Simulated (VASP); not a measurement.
# Ti3Al (P-6m2) in VASP: a series of runs

Ti3Al is run at these levels: PBEsol; tasks: single point.

Everything below comes from runs of VASP 6.6.1. Logs are shortened: lines on timing, memory, paths and dates and some standing lists are left out, and cuts for length are marked.

## (1) The cell of the first run

The structure is hexagonal, space group P-6m2 (No. 187). Conventional cell: a = 2.846 Å, b = 2.846 Å, c = 9.460 Å, α = 90.00°, β = 90.00°, γ = 120.00°. Within 3.7 Å of Ti (site symmetry -6m2) lie 12 Ti at 2.79 to 2.85 Å. Ti (site symmetry 3m) has 9 Ti at 2.79 to 2.85 Å and 3 Al at 2.97 Å within 3.7 Å. Within 3.7 Å of Al (site symmetry -6m2) lie 6 Al at 2.85 Å and 6 Ti at 2.97 Å.

## (2) Single point, PBEsol

File INCAR:

```
SYSTEM = Ti3Al
ALGO     = Fast           ! electronic algorithm
EDIFF    = 1E-6           ! SCF threshold, eV
ENCUT    = 520            ! plane-wave cutoff, eV
GGA      = PS             ! functional
ISIF     = 2              ! what is computed and relaxed
ISMEAR   = 0              ! smearing method
LASPH    = .TRUE.         ! aspherical terms in the spheres
LCHARG   = .FALSE.        ! write CHGCAR
LREAL    = .FALSE.        ! projectors in reciprocal space
LWAVE    = .FALSE.        ! write WAVECAR
NBANDS   = 28             ! bands
NELM     = 100            ! most SCF steps
PREC     = Accurate       ! precision mode
SIGMA    = 0.15           ! smearing width, eV
```

File KPOINTS:

```
k-points
0
G
  15 15 6
  0 0 0
```

File POSCAR:

```
Ti3Al
1.0
    2.8457574275      0.0000000000      0.0000000000
   -1.4228787137      2.4644982252      0.0000000000
    0.0000000000      0.0000000000      9.4604359920
Ti Al
3 1
Direct
    0.6666666667      0.3333333333      0.0000000000
    0.3333333333      0.6666666667      0.7621161197
    0.3333333333      0.6666666667      0.2378838803
    0.6666666667      0.3333333333      0.5000000000
```

Potentials or basis: VASP PAW PBE potentials, release 64 (Ti_sv, Al).

The run is started by

```console
$ cat potpaw_PBE.64/Ti_sv/POTCAR potpaw_PBE.64/Al/POTCAR > POTCAR
$ mpirun -np 1 vasp_std > vasp.out
```

OUTCAR:

```text
SYSTEM = Ti3Al
   EDIFF = 1E-6
   ENCUT = 520
   GGA = PS
   ISIF = 2
   ISMEAR = 0
   LASPH = .TRUE.
   LREAL = .FALSE.
   NELM = 100
   PREC = Accurate

 ion  position               nearest neighbor table
   1  0.667  0.333  0.000-   2 2.79   3 2.79   2 2.79   3 2.79   2 2.79   3 2.79
   2  0.333  0.667  0.762-   1 2.79   1 2.79   1 2.79   4 2.97   4 2.97   4 2.97
   3  0.333  0.667  0.238-   1 2.79   1 2.79   1 2.79   4 2.97   4 2.97   4 2.97
   4  0.667  0.333  0.500-   2 2.97   3 2.97   2 2.97   3 2.97   2 2.97   3 2.97

  LATTYP: Found a hexagonal cell.
 ALAT       =     2.8457574275
 C/A-ratio  =     3.3244000000

  Lattice vectors:

 A1 = (   2.8457574275,   0.0000000000,   0.0000000000)
 A2 = (  -1.4228787137,   2.4644982252,   0.0000000000)
 A3 = (   0.0000000000,   0.0000000000,   9.4604359920)

Analysis of symmetry for initial positions (statically):
=====================================================================
 Subroutine PRICEL returns:
 Original cell was already a primitive cell.

 Routine SETGRP: Setting up the symmetry group for a
 hexagonal supercell.

 Subroutine GETGRP returns: Found 12 space group operations
 (whereof 12 operations were pure point group operations)
 out of a pool of 24 trial point group operations.

The static configuration has the point symmetry D_3h.

Analysis of symmetry for dynamics (positions and initial velocities):
=====================================================================
 Subroutine PRICEL returns:
 Original cell was already a primitive cell.

 Routine SETGRP: Setting up the symmetry group for a
 hexagonal supercell.

 Subroutine GETGRP returns: Found 12 space group operations
 (whereof 12 operations were pure point group operations)
 out of a pool of 24 trial point group operations.

The dynamic configuration has the point symmetry D_3h.

 Subroutine INISYM returns: Found 12 space group operations
 (whereof 12 operations are pure point group operations),
 and found     1 'primitive' translations

----------------------------------------------------------------------------------------

                                     Primitive cell

  volume of cell :      66.3495

  direct lattice vectors                    reciprocal lattice vectors
     2.845757428  0.000000000  0.000000000     0.351400295  0.202881055  0.000000000
    -1.422878714  2.464498225  0.000000000     0.000000000  0.405762110  0.000000000
     0.000000000  0.000000000  9.460435992     0.000000000  0.000000000  0.105703374

[... 88 lines left out ...]
   LREAL  =      F    real-space projection
   EDIFFG = 0.1E-04   stopping-criterion for IOM
   NSW    =      0    number of steps for IOM
   IBRION =     -1    ionic relax: 0-MD 1-quasi-New 2-CG
   NFREE  =      0    steps in history (QN), initial steepest desc. (CG)
   ISIF   =      2    stress and relaxation
   ISYM   =      2    0-nonsym 1-usesym 2-fastsym
   POTIM  = 0.5000    time-step for ionic-motion
   TEBEG  =    0.0;   TEEND  =   0.0 temperature during run
   PSTRESS=    0.0 pullay stress
   NELECT =      39.0000    total number of electrons
   NUPDOWN=      -1.0000    fix difference up-down
   EMIN   =  10.00;   EMAX   =-10.00  energy-range for DOS
   EFERMI =   0.00;   METHOD = LEGACY
   ISMEAR =     0;   SIGMA  =   0.15  broadening in eV -4-tet -1-fermi 0-gaus
   EFERMI_NEDOS =   21; number of points for ismear=-14 and -15
   IALGO  =     68    algorithm
   IMIX   =      4    mixing-type and parameters
     AMIX     =   0.40;   BMIX     =  1.00
     AMIX_MAG =   1.60;   BMIX_MAG =  1.00
  volume/ion in A,a.u.               =      16.59       111.94
  Fermi-wavevector in a.u.,A,eV,Ry     =   1.371357  2.591489 25.587388  1.880620
  Thomas-Fermi vector in A             =   2.497061
   LORBIT       =      0    0 simple, 1 ext, 2 COOP (PROOUT), +10 PAW based schemes
   GGA     = PS    functional components
   LHFCALC =     F    Hartree Fock is set to
   AEXX    =    0.0000 exact exchange contribution
   IVDW    =     0    specifies the selected vdW correction
   LEPSILON=     F    determine dielectric tensor
   LRPA    =     F    only Hartree local field effects (RPA)
 non-spin polarized calculation
 RMM-DIIS sequential band-by-band and
 Gauss-broadening in eV      SIGMA  =   0.15
  energy-cutoff  :      520.00
  volume of cell :       66.35
 maximum number of plane-waves:      1813
 NGX is ok and might be reduce to    24
   NGX = 11   NGY = 11   NGZ = 35

 number of electron      39.0000010 magnetization

 Free energy of the ion-electron system (eV)
  ---------------------------------------------------
  ext. energy  EPLUGINS =         0.00000000
  ---------------------------------------------------
  free energy    TOTEN  =       -29.48851004 eV

  energy without entropy =      -29.44182685  energy(sigma->0) =      -29.46516845

 E-fermi :   8.2657     XC(G=0): -11.4443

 val. band max:        8.2655585498   @ k =   0.3333   0.0000   0.3333
 cond. band min:       8.2695631340   @ k =   0.4000   0.2000   0.3333
 fundamental gap:      0.0040045842
 Fermi energy:         8.2657431607

 k-point     1 :       0.0000    0.0000    0.0000
  band No.  band energies     occupation
      1     -48.1745      2.00000
      2     -48.1427      2.00000
      3     -47.9798      2.00000
      4     -24.8463      2.00000
      5     -24.5761      2.00000
      6     -24.1444      2.00000
[... 733 lines left out ...]
     27      11.2488      0.00000
     28      11.8678      0.00000

 [... further k-points ...]

------------------------ aborting loop because EDIFF is reached ----------------------------------------

  FORCE on cell =-STRESS in cart. coord.  units (eV):
  Direction    XX          YY          ZZ          XY          YZ          ZX
  --------------------------------------------------------------------------------------
  -------------------------------------------------------------------------------------
  Total        1.4598659      1.4598659     -2.2471189      0.0000000     -0.0000000      0.0000000
  in kB       35.2521822     35.2521822    -54.2624114      0.0000000     -0.0000000      0.0000000
  external PRESSURE =       5.4139843 kB  Pullay stress =       0.0000000 kB

 VOLUME and BASIS-vectors are now :
 -----------------------------------------------------------------------------
  energy-cutoff  :      520.00
  volume of cell :       66.35
      direct lattice vectors                 reciprocal lattice vectors
     2.845757428  0.000000000  0.000000000     0.351400295  0.202881055  0.000000000
    -1.422878714  2.464498225  0.000000000     0.000000000  0.405762110  0.000000000
     0.000000000  0.000000000  9.460435992     0.000000000  0.000000000  0.105703374

 POSITION                                       TOTAL-FORCE (eV/Angst)
 -----------------------------------------------------------------------------------
      1.42288      0.82150      0.00000        -0.000000      0.000000      0.000000
     -0.00000      1.64300      7.20995         0.000000     -0.000000     -0.824457
     -0.00000      1.64300      2.25049         0.000000     -0.000000      0.824457
      1.42288      0.82150      4.73022         0.000000      0.000000      0.000000
 -----------------------------------------------------------------------------------
    total drift:                                0.000000     -0.000000      0.000000

  FREE ENERGIE OF THE ION-ELECTRON SYSTEM (eV)
  ---------------------------------------------------
  free  energy   TOTEN  =       -29.4885100409 eV

  energy  without entropy=      -29.4418268495  energy(sigma->0) =      -29.46516845
```

stdout:

```text
POSCAR found type information on POSCAR TiAl
 POSCAR found :  2 types and       4 ions
 scaLAPACK will be used
 -----------------------------------------------------------------------------
|                                                                             |
|                                                                             |
|     You enforced a specific xc type in the INCAR file but a different       |
|     I HOPE YOU KNOW WHAT YOU ARE DOING!                                     |
|                                                                             |
 -----------------------------------------------------------------------------

 LDA part: xc-table for (Slater+PW92), standard interpolation
 POSCAR, INCAR and KPOINTS ok, starting setup
 FFT: planning ... GRIDC
 FFT: planning ... GRID_SOFT
 FFT: planning ... GRID
 WAVECAR not read
 entering main loop
WARNING in EDDRMM: call to ZHEGV failed, returncode =   8  4     12
WARNING in EDDRMM: call to ZHEGV failed, returncode =   8  4     15
WARNING in EDDRMM: call to ZHEGV failed, returncode =   6  3     18
WARNING in EDDRMM: call to ZHEGV failed, returncode =   6  3     15
WARNING in EDDRMM: call to ZHEGV failed, returncode =   6  3     15
WARNING in EDDRMM: call to ZHEGV failed, returncode =   6  3     23
WARNING in EDDRMM: call to ZHEGV failed, returncode =   6  3     24
WARNING in EDDRMM: call to ZHEGV failed, returncode =   8  4      5
WARNING in EDDRMM: call to ZHEGV failed, returncode =   8  4     10
WARNING in EDDRMM: call to ZHEGV failed, returncode =   8  4     15
WARNING in EDDRMM: call to ZHEGV failed, returncode =   6  3     14
WARNING in EDDRMM: call to ZHEGV failed, returncode =   8  4     10
WARNING in EDDRMM: call to ZHEGV failed, returncode =   8  4      5
```

It took 18 min on 1 thread of Intel Xeon 8259CL, shared host; peak memory 0.31 GiB.

Results:

```
Free energy            : -29.4885 eV
Pressure               : 0.5 GPa
Largest force          : 0.824 eV/Å
Band gap on the k mesh : zero (an odd number of electrons rules out a gap without spin polarisation)
```

Forces in eV/Å, atoms in the order of the input:
```
Ti   0.000  0.000  0.000
Ti   0.000  0.000 -0.824
Ti   0.000  0.000  0.824
Al   0.000  0.000  0.000
```

Stress tensor (GPa, compression positive):
```
 3.53  0.00  0.00
 0.00  3.53  0.00
 0.00  0.00 -5.43
```

Caveat: the cell differs from its parent crystal (atoms shifted along a free coordinate, c/a of the conventional cell at fixed volume 3.3244); the stress differs along the axes, from -5 to 4 GPa; the PAW data sets were made with another functional, which shifts forces and pressure a little.

## (3) Single point, PBEsol (16.59 Å³/atom, c/a of the conventional cell at fixed volume 2.9877)

File INCAR:

```
SYSTEM = Ti3Al
  ALGO = Fast
  EDIFF = 1E-6
  ENCUT = 520
  GGA = PS
  ISIF = 2
  ISMEAR = 0
  LASPH = .True.
  LCHARG = .True.
  LELF = .True.
  LREAL = .False.
  LVHAR = .True.
  LWAVE = .False.
  NBANDS = 28
  NELM = 60
  PREC = Accurate
  SIGMA = 0.15
```

File KPOINTS:

```
k-points
0
Gamma
  15 15 6
  0 0 0
```

File POSCAR:

```
Ti3Al
1.0
    2.9488768782      0.0000000000      0.0000000000
   -1.4744384391      2.5538022892      0.0000000000
    0.0000000000      0.0000000000      8.8103594491
Ti Al
3 1
Direct
    0.6666666667      0.3333333333      0.0000000000
    0.3333333333      0.6666666667      0.7511732072
    0.3333333333      0.6666666667      0.2488267928
    0.6666666667      0.3333333333      0.5000000000
```

Potentials or basis: VASP PAW PBE potentials, release 64 (Ti_sv, Al).

The run is started by

```console
$ cat potpaw_PBE.64/Ti_sv/POTCAR potpaw_PBE.64/Al/POTCAR > POTCAR
$ mpirun -np 1 vasp_std > vasp.out
```

OUTCAR:

```text
SYSTEM = Ti3Al
   EDIFF = 1E-6
   ENCUT = 520
   GGA = PS
   ISIF = 2
   ISMEAR = 0
   LASPH = .True.
   LREAL = .False.
   NELM = 60
   PREC = Accurate

 ion  position               nearest neighbor table
   1  0.667  0.333  0.000-   2 2.78   3 2.78   2 2.78   3 2.78   2 2.78   3 2.78
   2  0.333  0.667  0.751-   1 2.78   1 2.78   1 2.78   4 2.79   4 2.79   4 2.79
   3  0.333  0.667  0.249-   1 2.78   1 2.78   1 2.78   4 2.79   4 2.79   4 2.79
   4  0.667  0.333  0.500-   2 2.79   3 2.79   2 2.79   3 2.79   2 2.79   3 2.79

  LATTYP: Found a hexagonal cell.
 ALAT       =     2.9488768782
 C/A-ratio  =     2.9877000000

  Lattice vectors:

 A1 = (   2.9488768782,   0.0000000000,   0.0000000000)
 A2 = (  -1.4744384391,   2.5538022892,   0.0000000000)
 A3 = (   0.0000000000,   0.0000000000,   8.8103594491)

Analysis of symmetry for initial positions (statically):
=====================================================================
 Subroutine PRICEL returns:
 Original cell was already a primitive cell.

 Routine SETGRP: Setting up the symmetry group for a
 hexagonal supercell.

 Subroutine GETGRP returns: Found 12 space group operations
 (whereof 12 operations were pure point group operations)
 out of a pool of 24 trial point group operations.

The static configuration has the point symmetry D_3h.

Analysis of symmetry for dynamics (positions and initial velocities):
=====================================================================
 Subroutine PRICEL returns:
 Original cell was already a primitive cell.

 Routine SETGRP: Setting up the symmetry group for a
 hexagonal supercell.

 Subroutine GETGRP returns: Found 12 space group operations
 (whereof 12 operations were pure point group operations)
 out of a pool of 24 trial point group operations.

The dynamic configuration has the point symmetry D_3h.

 Subroutine INISYM returns: Found 12 space group operations
 (whereof 12 operations are pure point group operations),
[... 120 lines left out ...]
     AMIX_MAG =   1.60;   BMIX_MAG =  1.00
  volume/ion in A,a.u.               =      16.59       111.94
  Fermi-wavevector in a.u.,A,eV,Ry     =   1.371357  2.591489 25.587388  1.880620
  Thomas-Fermi vector in A             =   2.497061
   LORBIT       =      0    0 simple, 1 ext, 2 COOP (PROOUT), +10 PAW based schemes
   GGA     = PS    functional components
   LHFCALC =     F    Hartree Fock is set to
   AEXX    =    0.0000 exact exchange contribution
   IVDW    =     0    specifies the selected vdW correction
   LEPSILON=     F    determine dielectric tensor
   LRPA    =     F    only Hartree local field effects (RPA)
 non-spin polarized calculation
 RMM-DIIS sequential band-by-band and
 Gauss-broadening in eV      SIGMA  =   0.15
  energy-cutoff  :      520.00
  volume of cell :       66.35
 maximum number of plane-waves:      1823
 NGX is ok and might be reduce to    24
   NGX = 11   NGY = 11   NGZ = 33

 number of electron      38.9999995 magnetization

 Free energy of the ion-electron system (eV)
  ---------------------------------------------------
  ext. energy  EPLUGINS =         0.00000000
  ---------------------------------------------------
  free energy    TOTEN  =       -29.57188291 eV

  energy without entropy =      -29.53435653  energy(sigma->0) =      -29.55311972

 E-fermi :   8.1707     XC(G=0): -11.4547

 val. band max:        8.1666750973   @ k =   0.3333   0.2667   0.1667
 cond. band min:       8.1962400014   @ k =   0.2000   0.0000   0.1667
 fundamental gap:      0.0295649041
 Fermi energy:         8.1707218106

 k-point     1 :       0.0000    0.0000    0.0000
  band No.  band energies     occupation
      1     -48.2683      2.00000
      2     -48.1913      2.00000
      3     -48.1188      2.00000
      4     -24.9453      2.00000
      5     -24.6287      2.00000
      6     -24.3267      2.00000
[... 733 lines left out ...]
     27      11.1360      0.00000
     28      11.9493      0.00000

 [... further k-points ...]

------------------------ aborting loop because EDIFF is reached ----------------------------------------

  FORCE on cell =-STRESS in cart. coord.  units (eV):
  Direction    XX          YY          ZZ          XY          YZ          ZX
  --------------------------------------------------------------------------------------
  -------------------------------------------------------------------------------------
  Total       -1.0657383     -1.0657383      2.7281538      0.0000000      0.0000000      0.0000000
  in kB      -25.7349669    -25.7349669     65.8782256      0.0000000      0.0000000      0.0000000
  external PRESSURE =       4.8027639 kB  Pullay stress =       0.0000000 kB

 VOLUME and BASIS-vectors are now :
 -----------------------------------------------------------------------------
  energy-cutoff  :      520.00
  volume of cell :       66.35
      direct lattice vectors                 reciprocal lattice vectors
     2.948876878  0.000000000  0.000000000     0.339112157  0.195786495  0.000000000
    -1.474438439  2.553802289  0.000000000     0.000000000  0.391572991  0.000000000
     0.000000000  0.000000000  8.810359449     0.000000000  0.000000000  0.113502747

 POSITION                                       TOTAL-FORCE (eV/Angst)
 -----------------------------------------------------------------------------------
      1.47444      0.85127      0.00000        -0.000000     -0.000000      0.000000
     -0.00000      1.70253      6.61811         0.000000      0.000000      0.095642
     -0.00000      1.70253      2.19225         0.000000      0.000000     -0.095642
      1.47444      0.85127      4.40518         0.000000     -0.000000      0.000000
 -----------------------------------------------------------------------------------
    total drift:                                0.000000     -0.000000      0.000000

  FREE ENERGIE OF THE ION-ELECTRON SYSTEM (eV)
  ---------------------------------------------------
  free  energy   TOTEN  =       -29.5718829098 eV

  energy  without entropy=      -29.5343565258  energy(sigma->0) =      -29.55311972
```

Wall time 15 min (1 thread of Intel Xeon 8259CL, shared host); peak memory 0.31 GiB.

What came out:

```
Free energy            : -29.5719 eV
Pressure               : 0.5 GPa
Largest force          : 0.096 eV/Å
Band gap on the k mesh : zero (an odd number of electrons rules out a gap without spin polarisation)
```

Forces on the atoms (eV/Å):
```
Ti   0.000  0.000  0.000
Ti   0.000  0.000  0.096
Ti   0.000  0.000 -0.096
Al   0.000  0.000  0.000
```

Levels at points of the mesh, in eV from the Fermi level:
```
           k point  band 16  band 17  band 18  band 19  band 20  band 21  band 22  band 23  band 24  band 25
(0.00, 0.00, 0.00)    -2.44    -0.36     0.72     0.72     0.81     0.81     0.94     1.10     1.25     1.25
(0.00, 0.00, 0.50)    -2.92    -0.73     0.73     0.73     0.80     0.80     0.82     1.15     1.26     1.26
```

Caveat: the cell differs from its parent crystal (c/a of the conventional cell at fixed volume 2.9877); the stress differs along the axes, from -3 to 7 GPa; the PAW data sets were made with another functional, which shifts forces and pressure a little.

The gap in the log of VASP goes by the Fermi energy; the results here count the filled bands.